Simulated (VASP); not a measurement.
# Mg3O2 (P-3m1) in VASP: single point with PBE

Aim: the single point of Mg3O2 with PBE.

Program: VASP 6.6.1. These are calculated values, not measurements. Logs are shortened: lines on timing, memory, paths and dates and some standing lists are left out, and cuts for length are marked.

**1. The cell of the first run**

Symmetry: P-3m1, No. 164, trigonal system. The conventional cell has a = 3.045 Å, b = 3.045 Å, c = 7.485 Å, α = 90.00°, β = 90.00°, γ = 120.00°. Mg (site symmetry 3m) has 3 O at 2.16 Å within 2.9 Å. Mg (site symmetry -3m) has 6 O at 2.14 Å within 2.8 Å. Within 2.8 Å of O (site symmetry 3m) lie 6 Mg at 2.14 to 2.16 Å.

**2. Single point, PBE**

The input, POSCAR:

```
Mg3O2
1.0
    3.0451349369      0.0000000000      0.0000000000
   -1.5225674684      2.6371642133      0.0000000000
    0.0000000000      0.0000000000      7.4850942437
Mg O
3 2
Direct
    0.6666666667      0.3333333333      0.3307902188
    0.3333333333      0.6666666667      0.6692097812
    0.0000000000      0.0000000000      0.0000000000
    0.3333333333      0.6666666667      0.1627625670
    0.6666666667      0.3333333333      0.8372374330
```

The input, INCAR.step1:

```
PREC     = Accurate       # precision mode
ENCUT    = 520            # plane-wave cutoff, eV
EDIFF    = 1E-6           # SCF threshold, eV
ISMEAR   = 0              # smearing method
SIGMA    = 0.1            # smearing width, eV
LREAL    = False          # projectors in reciprocal space
LASPH    = True           # aspherical terms in the spheres
NELM     = 100            # most SCF steps
ALGO     = Normal         # electronic algorithm
ISIF     = 2              # what is computed and relaxed
LWAVE    = False          # write WAVECAR
LCHARG   = True           # write CHGCAR
GGA      = PE             # functional
NBANDS   = 17             # bands
```

The input, KPOINTS.step1:

```
regular mesh
0
Gamma
  12 12 4
```

The input, INCAR.step2:

```
PREC     = Accurate       # precision mode
ENCUT    = 520            # plane-wave cutoff, eV
EDIFF    = 1E-6           # SCF threshold, eV
ISMEAR   = -5             # smearing method
SIGMA    = 0.1            # smearing width, eV
LREAL    = False          # projectors in reciprocal space
LASPH    = True           # aspherical terms in the spheres
NELM     = 100            # most SCF steps
ALGO     = Normal         # electronic algorithm
ISIF     = 2              # what is computed and relaxed
LWAVE    = False          # write WAVECAR
LCHARG   = False          # write CHGCAR
GGA      = PE             # functional
LORBIT   = 10             # projections on sites
NBANDS   = 17             # bands
NEDOS    = 2001           # points of the DOS
ICHARG   = 11             # starting density
```

The input, KPOINTS.step2:

```
regular mesh
0
Gamma
  18 18 6
```

Potentials or basis: VASP PAW PBE potentials, release 64 (Mg, O).

Run with:

```console
$ cat potpaw_PBE.64/Mg/POTCAR potpaw_PBE.64/O/POTCAR > POTCAR
$ cp INCAR.step1 INCAR
$ cp KPOINTS.step1 KPOINTS
$ mpirun -np 1 vasp_std > vasp.out
$ cp INCAR.step2 INCAR
$ cp KPOINTS.step2 KPOINTS
$ mpirun -np 1 vasp_std > vasp.out
```

OUTCAR:

```text
PREC = Accurate
   ENCUT = 520
   EDIFF = 1E-6
   ISMEAR = -5
   LREAL = False
   LASPH = True
   NELM = 100
   ISIF = 2
   GGA = PE
   LORBIT = 10
   ICHARG = 11

 ion  position               nearest neighbor table
   1  0.667  0.333  0.331-   4 2.16   4 2.16   4 2.16   3 3.04   3 3.04   3 3.04   2 3.08   2 3.08
                             2 3.08
   2  0.333  0.667  0.669-   5 2.16   5 2.16   5 2.16   3 3.04   3 3.04   3 3.04   1 3.08   1 3.08
                             1 3.08
   3  0.000  0.000  0.000-   4 2.14   5 2.14   4 2.14   5 2.14   5 2.14   4 2.14   1 3.04   2 3.04
                             2 3.04   1 3.04   2 3.04   1 3.04
   4  0.333  0.667  0.163-   3 2.14   3 2.14   3 2.14   1 2.16   1 2.16   1 2.16
   5  0.667  0.333  0.837-   3 2.14   3 2.14   3 2.14   2 2.16   2 2.16   2 2.16

  LATTYP: Found a hexagonal cell.
 ALAT       =     3.0451349369
 C/A-ratio  =     2.4580501025

  Lattice vectors:

 A1 = (   3.0451349369,   0.0000000000,   0.0000000000)
 A2 = (  -1.5225674684,   2.6371642133,   0.0000000000)
 A3 = (   0.0000000000,   0.0000000000,   7.4850942437)

Analysis of symmetry for initial positions (statically):
=====================================================================
 Subroutine PRICEL returns:
 Original cell was already a primitive cell.

 Routine SETGRP: Setting up the symmetry group for a
 hexagonal supercell.

 Subroutine GETGRP returns: Found 12 space group operations
 (whereof 12 operations were pure point group operations)
 out of a pool of 24 trial point group operations.

The static configuration has the point symmetry D_3d.

Analysis of symmetry for dynamics (positions and initial velocities):
=====================================================================
 Subroutine PRICEL returns:
 Original cell was already a primitive cell.

 Routine SETGRP: Setting up the symmetry group for a
 hexagonal supercell.

 Subroutine GETGRP returns: Found 12 space group operations
 (whereof 12 operations were pure point group operations)
 out of a pool of 24 trial point group operations.

The dynamic configuration has the point symmetry D_3d.

 Subroutine INISYM returns: Found 12 space group operations
 (whereof 12 operations are pure point group operations),
 and found     1 'primitive' translations

----------------------------------------------------------------------------------------

                                     Primitive cell

  volume of cell :      60.1092

  direct lattice vectors                    reciprocal lattice vectors
     3.045134937  0.000000000  0.000000000     0.328392672  0.189597598  0.000000000
    -1.522567468  2.637164213  0.000000000     0.000000000  0.379195196  0.000000000
     0.000000000  0.000000000  7.485094244     0.000000000  0.000000000  0.133598852

  length of vectors
     3.045134937  3.045134937  7.485094244     0.379195196  0.379195196  0.133598852

  position of ions in fractional coordinates (direct lattice)
     0.666666667  0.333333333  0.330790219
     0.333333333  0.666666667  0.669209781
     0.000000000  0.000000000  0.000000000
     0.333333333  0.666666667  0.162762567
     0.666666667  0.333333333  0.837237433

  ion indices of the primitive-cell ions
   primitive index   ion index
                 1           1
                 2           2
                 3           3
                 4           4
                 5           5

----------------------------------------------------------------------------------------

 KPOINTS: regular mesh

Automatic generation of k-mesh.
 Grid dimensions read from file:
 generate k-points for:   18   18    6

 Generating k-lattice:

  Cartesian coordinates                     Fractional coordinates (reciprocal lattice)
     0.018244037  0.010533200  0.000000000     0.055555556  0.000000000  0.000000000
     0.000000000  0.021066400  0.000000000     0.000000000  0.055555556  0.000000000
     0.000000000  0.000000000  0.022266475     0.000000000  0.000000000  0.166666667

  Length of vectors
     0.021066400  0.021066400  0.022266475

  Shift w.r.t. Gamma in fractional coordinates (k-lattice)
     0.000000000  0.000000000  0.000000000

 TETIRR: Found   2825 inequivalent tetrahedra from    11664

 Subroutine IBZKPT returns following result:
 ===========================================

 Found    202 irreducible k-points:

 Following reciprocal coordinates:
            Coordinates               Weight
  0.000000  0.000000  0.000000      1.000000
  0.055556  0.000000  0.000000      6.000000
  0.111111  0.000000  0.000000      6.000000
  0.166667  0.000000  0.000000      6.000000
  0.222222  0.000000  0.000000      6.000000
  0.277778 -0.000000  0.000000      6.000000
[... 16 lines left out ...]
  0.333333  0.111111  0.000000     12.000000
  0.388889  0.111111  0.000000     12.000000
 [... further k-points ...]
   k-points           NKPTS =    202   k-points in BZ     NKDIM =    202   number of bands    NBANDS=     17
   number of dos      NEDOS =   2001   number of ions     NIONS =      5
   total plane-waves  NPLWV =  32256
   dimension x,y,z NGX =    24 NGY =   24 NGZ =   56
   dimension x,y,z NGXF=    48 NGYF=   48 NGZF=  112
   ions per type =               3   2
   NGX,Y,Z   is equivalent  to a cutoff of  13.10, 13.10, 12.44 a.u.
   NGXF,Y,Z  is equivalent  to a cutoff of  26.21, 26.21, 24.88 a.u.
 SYSTEM =  unknown system
   PREC   = accura    normal or accurate (medium, high low for compatibility)
   ISTART =      0    job   : 0-new  1-cont  2-samecut
   ICHARG =     11    charge: 1-file 2-atom 10-const
   ISPIN  =      1    spin polarized calculation?
   LNONCOLLINEAR =      F non collinear calculations
   LSORBIT =      F    spin-orbit coupling
   LASPH  =      T    aspherical Exc in radial PAW
   ENCUT  =  520.0 eV  38.22 Ry    6.18 a.u.   5.66  5.66 13.92*2*pi/ulx,y,z
   NELM   =    100;   NELMIN=  2; NELMDL=  0     # of ELM steps
   EDIFF  = 0.1E-05   stopping-criterion for ELM
   LREAL  =      F    real-space projection
   EDIFFG = 0.1E-04   stopping-criterion for IOM
   NSW    =      0    number of steps for IOM
   IBRION =     -1    ionic relax: 0-MD 1-quasi-New 2-CG
   NFREE  =      0    steps in history (QN), initial steepest desc. (CG)
   ISIF   =      2    stress and relaxation
   ISYM   =      2    0-nonsym 1-usesym 2-fastsym
   POTIM  = 0.5000    time-step for ionic-motion
   TEBEG  =    0.0;   TEEND  =   0.0 temperature during run
   PSTRESS=    0.0 pullay stress
   NELECT =      18.0000    total number of electrons
   NUPDOWN=      -1.0000    fix difference up-down
   EMIN   =  10.00;   EMAX   =-10.00  energy-range for DOS
   EFERMI =   0.00;   METHOD = LEGACY
   ISMEAR =    -5;   SIGMA  =   0.10  broadening in eV -4-tet -1-fermi 0-gaus
   EFERMI_NEDOS =   21; number of points for ismear=-14 and -15
   IALGO  =     38    algorithm
   IMIX   =      4    mixing-type and parameters
     AMIX     =   0.40;   BMIX     =  1.00
     AMIX_MAG =   1.60;   BMIX_MAG =  1.00
  volume/ion in A,a.u.               =      12.02        81.13
  Fermi-wavevector in a.u.,A,eV,Ry     =   1.095264  2.069748 16.321582  1.199602
  Thomas-Fermi vector in A             =   2.231584
   LORBIT       =     10    0 simple, 1 ext, 2 COOP (PROOUT), +10 PAW based schemes
   GGA     = PE    functional components
   LHFCALC =     F    Hartree Fock is set to
   AEXX    =    0.0000 exact exchange contribution
   IVDW    =     0    specifies the selected vdW correction
   LEPSILON=     F    determine dielectric tensor
   LRPA    =     F    only Hartree local field effects (RPA)
 non-spin polarized calculation
 Fermi weights with tetrahedron method with Bloechl corrections
  energy-cutoff  :      520.00
  volume of cell :       60.11
 maximum number of plane-waves:      1642
 NGX is ok and might be reduce to    24

 number of electron      18.0000004 magnetization

 Free energy of the ion-electron system (eV)
  ---------------------------------------------------
  ext. energy  EPLUGINS =         0.00000000
  ---------------------------------------------------
  free energy    TOTEN  =       -24.58809690 eV

  energy without entropy =      -24.58809690  energy(sigma->0) =      -24.58809690

 E-fermi :   5.7785     XC(G=0): -10.1506

 val. band max:        5.7490840151   @ k =  -0.2778  -0.3889   0.1667
 cond. band min:       5.6422338999   @ k =   0.5000   0.0000   0.0000
 fundamental gap:     -0.1068501151
 Fermi energy:         5.7785205900

 k-point     1 :       0.0000    0.0000    0.0000
  band No.  band energies     occupation
      1     -15.0516      2.00000
      2     -14.4393      2.00000
      3      -2.5305      2.00000
      4      -0.0941      2.00000
      5       0.9679      2.00000
      6       1.1899      2.00000
[... 9 lines left out ...]
     16      17.3523      0.00000
     17      17.3906      0.00000

 k-point     2 :       0.0556    0.0000    0.0000
  band No.  band energies     occupation
      1     -15.0282      2.00000
      2     -14.4243      2.00000
      3      -2.4848      2.00000
      4      -0.1103      2.00000
      5       0.8564      2.00000
      6       1.1059      2.00000
[... 9 lines left out ...]
     16      17.0464      0.00000
     17      17.4343      0.00000

 k-point     3 :       0.1111    0.0000    0.0000
  band No.  band energies     occupation
      1     -14.9599      2.00000
      2     -14.3809      2.00000
      3      -2.3502      2.00000
      4      -0.1827      2.00000
      5       0.5259      2.00000
      6       0.9103      2.00000
[... 9 lines left out ...]
     16      16.6610      0.00000
     17      16.7699      0.00000

 k-point     4 :       0.1667    0.0000    0.0000
  band No.  band energies     occupation
      1     -14.8521      2.00000
      2     -14.3140      2.00000
      3      -2.1360      2.00000
      4      -0.3775      2.00000
      5       0.0575      2.00000
      6       0.7235      2.00000
[... 9 lines left out ...]
     16      15.8392      0.00000
     17      16.1196      0.00000
[... 343 lines left out ...]
      1     -14.3586      2.00000
      2     -14.0449      2.00000
      3      -1.6239      2.00000
      4      -1.4491      2.00000
      5      -0.8746      2.00000
      6       0.4079      2.00000
[... 9 lines left out ...]
     16      13.8825      0.00000
     17      14.4244      0.00000

 k-point    23 :       0.3333    0.1111    0.0000
  band No.  band energies     occupation
      1     -14.2234      2.00000
      2     -13.9920      2.00000
      3      -1.9293      2.00000
      4      -1.6432      2.00000
      5      -0.5947      2.00000
      6       0.2557      2.00000
[... 9 lines left out ...]
     16      13.6909      0.00000
     17      14.5990      0.00000

 k-point    24 :       0.3889    0.1111    0.0000
  band No.  band energies     occupation
      1     -14.1225      2.00000
      2     -13.9671      2.00000
      3      -2.1346      2.00000
      4      -1.7829      2.00000
      5      -0.3133      2.00000
      6       0.1164      2.00000
[... 9 lines left out ...]
     16      13.6458      0.00000
     17      14.8423      0.00000

 [... further k-points ...]
[... 5 lines left out ...]
  --------------------------------------------------------------------------------------
  -------------------------------------------------------------------------------------
  Total       -0.1785077     -0.1785077     -0.1363033     -0.0000000      0.0000000      0.0000000
  in kB       -4.7580243     -4.7580243     -3.6330878     -0.0000000      0.0000000      0.0000000
  external PRESSURE =      -4.3830455 kB  Pullay stress =       0.0000000 kB

 VOLUME and BASIS-vectors are now :
 -----------------------------------------------------------------------------
  energy-cutoff  :      520.00
  volume of cell :       60.11
      direct lattice vectors                 reciprocal lattice vectors
     3.045134937  0.000000000  0.000000000     0.328392672  0.189597598  0.000000000
    -1.522567468  2.637164213  0.000000000     0.000000000  0.379195196  0.000000000
     0.000000000  0.000000000  7.485094244     0.000000000  0.000000000  0.133598852

 POSITION                                       TOTAL-FORCE (eV/Angst)
 -----------------------------------------------------------------------------------
      1.52257      0.87905      2.47600         0.000000      0.000000     -0.026045
     -0.00000      1.75811      5.00910         0.000000     -0.000000      0.026045
      0.00000      0.00000      0.00000         0.000000      0.000000      0.000000
     -0.00000      1.75811      1.21829         0.000000      0.000000      0.001051
      1.52257      0.87905      6.26680        -0.000000      0.000000     -0.001051
 -----------------------------------------------------------------------------------
    total drift:                               -0.000000      0.000000      0.000000

  FREE ENERGIE OF THE ION-ELECTRON SYSTEM (eV)
  ---------------------------------------------------
  free  energy   TOTEN  =       -24.5880968982 eV

  energy  without entropy=      -24.5880968982  energy(sigma->0) =      -24.58809690

 total charge

# of ion       s       p       d       tot
------------------------------------------
    1        0.173   0.152   0.043   0.367
    2        0.173   0.152   0.043   0.367
    3        0.142   0.164   0.070   0.377
    4        1.548   3.512   0.000   5.060
    5        1.548   3.512   0.000   5.060
--------------------------------------------------
tot          3.585   7.491   0.156  11.232
```

It took 1.7 min on 1 thread of Intel Xeon Platinum 8488C (Sapphire Rapids), shared host; peak memory 0.3 GiB.

Results:

* Valence electrons inside the program's atomic spheres: Mg 0.37, 0.38 (each value once); O 5.06

Caveat: tetrahedron occupations give inexact forces and stress in metals.
